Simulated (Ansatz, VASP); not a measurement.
**BiTe in VASP and in Ansatz**

```xyz
2
Lattice="2.4546 1.4172 3.3609 -2.4546 1.4172 3.3609 0.0000 -2.8343 3.3609" Properties=species:S:1:pos:R:3 pbc="T T T"
Bi    0.0000    0.0000    5.0414
Te    0.0000    0.0000    0.0000
```

Alike in both runs: task single point; functional LDA; k mesh 7 × 7 × 7; occupations fermi-dirac, width 0.05 eV; no spin polarisation.

```csv
,VASP,Ansatz
version,VASP 6.6.1,Ansatz 0.2.0
potentials or method,"VASP PAW LDA potentials, release 64 (Bi_d, Te)",Ansatz PAW
plane-wave cutoff (eV),520,420
valence electrons in the cell,21,31
```

Ansatz gave:

```
gap on the k mesh at the Fermi level (eV)                     : none
pressure (GPa)                                                : -4.9
traceless stress, the component that is largest in VASP (GPa) : 0.69
```

Problem. What did VASP give for the same quantities?

Solution. gap on the k mesh at the Fermi level (eV): none; pressure (GPa): -4.9; traceless stress, the component that is largest in VASP (GPa): 0.66.

LDA's correlation is that of Perdew and Zunger in VASP and of Perdew and Wang (1992) in Ansatz. A gap of «none» marks a metal or a gap that the smearing closes. VASP's potentials hold 21 valence electrons a cell and Ansatz's 31, so a difference there can come from the potentials and not from the codes.

Neither program's run includes spin-orbit coupling.
